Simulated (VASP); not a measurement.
# HfC (Fm-3m) in VASP: notebook

HfC is run at these levels: LDA+U, LDA; tasks: single point, relaxation of cell and atoms.

Program: VASP 6.6.1. These are calculated values, not measurements. Logs are shortened: lines on timing, memory, paths and dates and some standing lists are left out, and cuts for length are marked.

## Step 1: The cell of the first run

It takes space group Fm-3m (No. 225, cubic). Conventional cell: a = 4.678 Å, b = 4.678 Å, c = 4.678 Å, α = 90.00°, β = 90.00°, γ = 90.00°. Hf (site symmetry m-3m) has 6 C at 2.34 Å within 3.1 Å. C (site symmetry m-3m) has 6 Hf at 2.34 Å within 3.1 Å.

## Step 2: Single point, LDA+U

Input file INCAR:

```
  ALGO = Normal
  EDIFF = 1E-6
  ENCUT = 520
  GGA = CA
  ISIF = 2
  ISMEAR = -1
  LASPH = T
  LCHARG = F
  LDAU = T
  LDAUJ = 0 0
  LDAUL = 2 -1
  LDAUPRINT = 1
  LDAUTYPE = 2
  LDAUU = 8 0
  LMAXMIX = 4
  LREAL = F
  LWAVE = F
  NBANDS = 14
  NELM = 150
  PREC = Accurate
  SIGMA = 0.05
```

Input file KPOINTS:

```
k-points
0
Gamma
  10 10 10
```

Input file POSCAR:

```
HfC
1.0
    0.0000000000      2.3390503956      2.3390503956
    2.3390503956      0.0000000000      2.3390503956
    2.3390503956      2.3390503956      0.0000000000
Hf C
1 1
Direct
    0.5000000000      0.5000000000      0.5000000000
    0.0000000000      0.0000000000      0.0000000000
```

Potentials or basis: VASP PAW LDA potentials, release 64 (Hf_pv, C).

Command:

```bash
$ cat potpaw_LDA.64/Hf_pv/POTCAR potpaw_LDA.64/C/POTCAR > POTCAR
$ mpirun -np 1 vasp_std > vasp.out
```

OUTCAR:

```text
EDIFF = 1E-6
   ENCUT = 520
   GGA = CA
   ISIF = 2
   ISMEAR = -1
   LASPH = T
   LREAL = F
   NELM = 150
   PREC = Accurate

 ion  position               nearest neighbor table
   1  0.500  0.500  0.500-   2 2.34   2 2.34   2 2.34   2 2.34   2 2.34   2 2.34
   2  0.000  0.000  0.000-   1 2.34   1 2.34   1 2.34   1 2.34   1 2.34   1 2.34

  LATTYP: Found a face centered cubic cell.
 ALAT       =     4.6781007912

  Lattice vectors:

 A1 = (   0.0000000000,   2.3390503956,   2.3390503956)
 A2 = (   2.3390503956,   0.0000000000,   2.3390503956)
 A3 = (   2.3390503956,   2.3390503956,   0.0000000000)

Analysis of symmetry for initial positions (statically):
=====================================================================
 Subroutine PRICEL returns:
 Original cell was already a primitive cell.

 Routine SETGRP: Setting up the symmetry group for a
 face centered cubic supercell.

 Subroutine GETGRP returns: Found 48 space group operations
 (whereof 48 operations were pure point group operations)
 out of a pool of 48 trial point group operations.

The static configuration has the point symmetry O_h .

Analysis of symmetry for dynamics (positions and initial velocities):
=====================================================================
 Subroutine PRICEL returns:
 Original cell was already a primitive cell.

 Routine SETGRP: Setting up the symmetry group for a
 face centered cubic supercell.

 Subroutine GETGRP returns: Found 48 space group operations
 (whereof 48 operations were pure point group operations)
 out of a pool of 48 trial point group operations.

The dynamic configuration has the point symmetry O_h .

 Subroutine INISYM returns: Found 48 space group operations
 (whereof 48 operations are pure point group operations),
 and found     1 'primitive' translations

----------------------------------------------------------------------------------------

                                     Primitive cell
[... 148 lines left out ...]
  0.0000  0.0872 -0.0000  0.0000  0.0000
 -0.0000 -0.0000  0.2136  0.0000  0.0000
 -0.0000  0.0000  0.0000  0.0872 -0.0000
 -0.0000  0.0000  0.0000 -0.0000  0.2136

 occupancies and eigenvectors

  o =  0.0872  v =  0.0029 -0.6857  0.0000  0.7279  0.0000  0.0000  0.0000  0.0000  0.0000  0.0000      0.0000  0.0000  0.0000  0.0000  0.0000  0.0000  0.0000  0.0000  0.0000  0.0000
  o =  0.0872  v =  0.0000  0.0000  0.0000  0.0000  0.0000  0.0029 -0.6857  0.0000  0.7279  0.0000      0.0000  0.0000  0.0000  0.0000  0.0000  0.0000  0.0000  0.0000  0.0000  0.0000
  o =  0.0872  v =  0.0009  0.7279  0.0000  0.6857 -0.0000  0.0000  0.0000  0.0000  0.0000  0.0000      0.0000  0.0000  0.0000  0.0000  0.0000  0.0000  0.0000  0.0000  0.0000  0.0000
  o =  0.0872  v =  0.0000  0.0000  0.0000  0.0000  0.0000  0.0009  0.7279  0.0000  0.6857 -0.0000      0.0000  0.0000  0.0000  0.0000  0.0000  0.0000  0.0000  0.0000  0.0000  0.0000
  o =  0.0872  v =  0.0000  0.0000  0.0000  0.0000  0.0000  1.0000  0.0014  0.0000 -0.0027  0.0000      0.0000  0.0000  0.0000  0.0000  0.0000  0.0000  0.0000  0.0000  0.0000  0.0000
  o =  0.0872  v =  1.0000  0.0014  0.0000 -0.0027  0.0000  0.0000  0.0000  0.0000  0.0000  0.0000      0.0000  0.0000  0.0000  0.0000  0.0000  0.0000  0.0000  0.0000  0.0000  0.0000
  o =  0.2136  v = -0.0000  0.0000 -0.0131  0.0000  0.9999  0.0000  0.0000  0.0000  0.0000  0.0000      0.0000  0.0000  0.0000  0.0000  0.0000  0.0000  0.0000  0.0000  0.0000  0.0000
  o =  0.2136  v =  0.0000  0.0000  0.0000  0.0000  0.0000 -0.0000  0.0000 -0.0131  0.0000  0.9999      0.0000  0.0000  0.0000  0.0000  0.0000  0.0000  0.0000  0.0000  0.0000  0.0000
  o =  0.2136  v =  0.0000  0.0000  0.0000  0.0000  0.0000  0.0000  0.0000 -0.9999  0.0000 -0.0131      0.0000  0.0000  0.0000  0.0000  0.0000  0.0000  0.0000  0.0000  0.0000  0.0000
  o =  0.2136  v =  0.0000  0.0000 -0.9999  0.0000 -0.0131  0.0000  0.0000  0.0000  0.0000  0.0000      0.0000  0.0000  0.0000  0.0000  0.0000  0.0000  0.0000  0.0000  0.0000  0.0000

 number of electron      14.0000001 magnetization

 Free energy of the ion-electron system (eV)
  ---------------------------------------------------
  ext. energy  EPLUGINS =         0.00000000
  ---------------------------------------------------
  free energy    TOTEN  =       -17.73635117 eV

  energy without entropy =      -17.73464079  energy(sigma->0) =      -17.73549598

 E-fermi :   6.7817     XC(G=0): -12.4061

 val. band max:        6.7029189013   @ k =   0.1000   0.0000   0.0000
 cond. band min:       6.8817003914   @ k =   0.1000   0.1000   0.0000
 fundamental gap:      0.1787814901
 Fermi energy:         6.7817218111

 k-point     1 :       0.0000    0.0000    0.0000
  band No.  band energies     occupation
      1     -24.5242      2.00000
      2     -24.5242      2.00000
      3     -24.5242      2.00000
      4      -5.9551      2.00000
      5       7.4180      0.00001
      6       7.4180      0.00001
      7       7.4180      0.00001
      8       9.0672      0.00000
      9       9.0672      0.00000
     10       9.0672      0.00000
     11      10.5429      0.00000
     12      10.5429      0.00000
     13      12.8421      0.00000
     14      16.6666      0.00000
[... 377 lines left out ...]
      1     -24.9640      2.00000
      2     -24.7021      2.00000
      3     -24.6840      2.00000
      4      -3.5174      2.00000
      5       2.6819      2.00000
      6       5.1072      2.00000
      7       5.8387      2.00000
      8       7.1687      0.00087
      9      12.5116      0.00000
     10      14.0973      0.00000
     11      14.2336      0.00000
     12      14.5588      0.00000
     13      17.3411      0.00000
     14      17.5921      0.00000

 [... further k-points ...]
[... 5 lines left out ...]
  --------------------------------------------------------------------------------------
  -------------------------------------------------------------------------------------
  Total        2.0293550      2.0293550      2.0293550     -0.0000000      0.0000000      0.0000000
  in kB      127.0339731    127.0339731    127.0339731     -0.0000000      0.0000000      0.0000000
  external PRESSURE =     127.0339731 kB  Pullay stress =       0.0000000 kB

 VOLUME and BASIS-vectors are now :
 -----------------------------------------------------------------------------
  energy-cutoff  :      520.00
  volume of cell :       25.59
      direct lattice vectors                 reciprocal lattice vectors
     0.000000000  2.339050396  2.339050396    -0.213761961  0.213761961  0.213761961
     2.339050396  0.000000000  2.339050396     0.213761961 -0.213761961  0.213761961
     2.339050396  2.339050396  0.000000000     0.213761961  0.213761961 -0.213761961

 POSITION                                       TOTAL-FORCE (eV/Angst)
 -----------------------------------------------------------------------------------
      2.33905      2.33905      2.33905        -0.000000     -0.000000     -0.000000
      0.00000      0.00000      0.00000         0.000000      0.000000      0.000000
 -----------------------------------------------------------------------------------
    total drift:                                0.000000      0.000000      0.000000

  FREE ENERGIE OF THE ION-ELECTRON SYSTEM (eV)
  ---------------------------------------------------
  free  energy   TOTEN  =       -17.7363511690 eV

  energy  without entropy=      -17.7346407855  energy(sigma->0) =      -17.73549598
```

stdout:

```text
POSCAR found type information on POSCAR HfC
 POSCAR found :  2 types and       2 ions
 scaLAPACK will be used
 LDA part: xc-table for (Slater(with rela. corr.)+CA(PZ))
 , standard interpolation
 POSCAR, INCAR and KPOINTS ok, starting setup
 FFT: planning ... GRIDC
 FFT: planning ... GRID_SOFT
 FFT: planning ... GRID
 WAVECAR not read
 entering main loop
```

It took 17 s on 1 thread of Intel Xeon Platinum 8259CL at 2.50GHz (Skylake/Cascade Lake), shared host; peak memory 0.15 GiB.

What came out:

- Free energy: -17.7364 eV
- Pressure: 12.7 GPa
- Band gap on the k mesh: zero (band 7 reaches 7.42 eV, above the bottom of band 8 at 6.15 eV)

Eigenvalues of the final occupation matrices:
```csv
site,spin,trace,eigenvalues
site 1 d,1,0.69,0.09 0.09 0.09 0.21 0.21
site 1 d,2,0.69,0.09 0.09 0.09 0.21 0.21
```

Caveat: spin-orbit coupling is left out, which moves the levels of the heavy elements; U without spin polarisation on a metal has little footing; the U is typed as a test and isn't derived for this compound.

## Step 3: Relaxation of cell and atoms, LDA

This run uses another cell than the first one, of 12.57 Å³/atom, 0.982 times its volume.

Input file INCAR:

```
ALGO = Normal ; EDIFF = 1E-7
EDIFFG = -0.01 ; ENCUT = 600
IBRION = 2 ; ISIF = 3
ISMEAR = -1 ; LASPH = T
LCHARG = F ; LREAL = F
LWAVE = F ; NELM = 80
NSW = 60 ; PREC = Accurate
SIGMA = 0.05
```

KPOINTS is that of step 2.

Input file POSCAR:

```
HfC
1.0
    0.0000000000      2.3250000000      2.3250000000
    2.3250000000      0.0000000000      2.3250000000
    2.3250000000      2.3250000000      0.0000000000
Hf C
1 1
Direct
    0.5000000000      0.5000000000      0.5000000000
    0.0000000000      0.0000000000      0.0000000000
```

Potentials or basis: VASP PAW LDA potentials, release 64 (Hf_pv, C).

Command:

```bash
$ cat potpaw_LDA.64/Hf_pv/POTCAR potpaw_LDA.64/C/POTCAR > POTCAR
$ mpirun -np 1 vasp_std > vasp.out
```

Wall time 49 s (1 thread of Intel Xeon Platinum 8259CL at 2.50GHz (Skylake/Cascade Lake), shared host); peak memory 0.16 GiB.

The run converged. Its results:

```yaml
Free_energy: -22.8955 eV
Relaxed_volume: 11.98 Å³/atom
Relaxed_cell: a = 3.236 Å, b = 3.236 Å, c = 3.236 Å, α = 60.00°, β = 60.00°, γ = 60.00°
Space_group_after_relaxing_to_0.05_Å: Fm-3m (No. 225)
Energy_gained_by_relaxing: 22.4 meV/atom
Ionic_steps: 4
Pressure_after_relaxing: 0.0 GPa
Band_gap_on_the_k_mesh: zero (band 7 reaches 7.28 eV, above the bottom of band 8 at 5.86 eV)
```

Step by step:
| step | energy change (eV) | largest force (eV/Å) | pressure (GPa) | volume (Å³) |
| --- | --- | --- | --- | --- |
| 1 | 0.0000 | 0.0000 | -11.66 | 25.14 |
| 2 | 0.1157 | 0.0000 | 27.68 | 21.95 |
| 3 | -0.0448 | 0.0000 | -0.35 | 23.98 |
| 4 | -0.0449 | 0.0000 | -0.04 | 23.96 |

Final structure:
```
Hf C
1.0
     0.00000    2.28803    2.28803
     2.28803    0.00000    2.28803
     2.28803    2.28803    0.00000
Hf C
1 1
Direct
  0.50000 0.50000 0.50000
  0.00000 0.00000 0.00000
```

Levels at points of the mesh, in eV from the Fermi level:
```csv
k point,band 4,band 5,band 6,band 7,band 8,band 9,band 10,band 11
"(0.00, 0.00, 0.00)",-12.41,1.03,1.03,1.03,1.29,1.29,1.29,3.45
"(0.50, 0.00, 0.00)",-8.28,-6.37,-3.18,-3.18,5.47,5.47,5.99,6.86
"(0.50, 0.50, 0.00)",-10.47,-2.46,-2.02,-0.02,-0.02,5.51,7.00,7.00
```

Caveat: spin-orbit coupling is left out, which moves the levels of the heavy elements.
